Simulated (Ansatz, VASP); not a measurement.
Two plane-wave programs on BaTaCuO5

```
Ta Ba Cu O
1.0
     3.80533    0.00000    0.00000
     0.00000    3.80533    0.00000
     0.00000    0.00000    9.17285
Ta Ba Cu O
1 1 1 5
Cartesian
  -0.0007 -0.0292 6.5314
  1.9197 1.9174 0.2641
  0.0359 -0.0350 2.5249
  0.0000 -0.0256 8.3612
  0.0063 1.8733 2.2000
  1.8927 0.0284 2.1705
  0.0457 1.8869 6.1093
  1.8759 -0.0233 6.1146
```

Change from the starting cell: atoms moved at random, drawn with an rms of 0.05 Å.

Alike in both runs: task single point; functional PBE; k mesh 7 × 7 × 3; occupations fermi-dirac, width 0.05 eV; no spin polarisation.

|  | VASP | Ansatz |
| --- | --- | --- |
| version | VASP 6.6.1 | Ansatz 0.2.0 |
| potentials or method | VASP PAW PBE potentials, release 64 (Ta_pv, Ba_sv, Cu, O) | Ansatz PAW |
| plane-wave cutoff (eV) | 520 | 420 |
| valence electrons in the cell | 62 | 72 |

|  | VASP | Ansatz | Ansatz less VASP |
| --- | --- | --- | --- |
| gap on the k mesh at the Fermi level (eV) | none | none | - |
| pressure (GPa) | 0.7 | -0.4 | -1.13 |
| traceless stress, the component that is largest in VASP (GPa) | 1.12 | 1.24 | +0.116 |
| rms of the force components (eV/Å) | 0.454 | 0.420 | -0.0343 |

Atom by atom the forces differ by 0.069 eV/Å (rms over components). A gap of «none» marks a metal or a gap that the smearing closes. VASP's potentials hold 62 valence electrons a cell and Ansatz's 72, so a difference there can come from the potentials and not from the codes.

Spin-orbit coupling is off throughout.
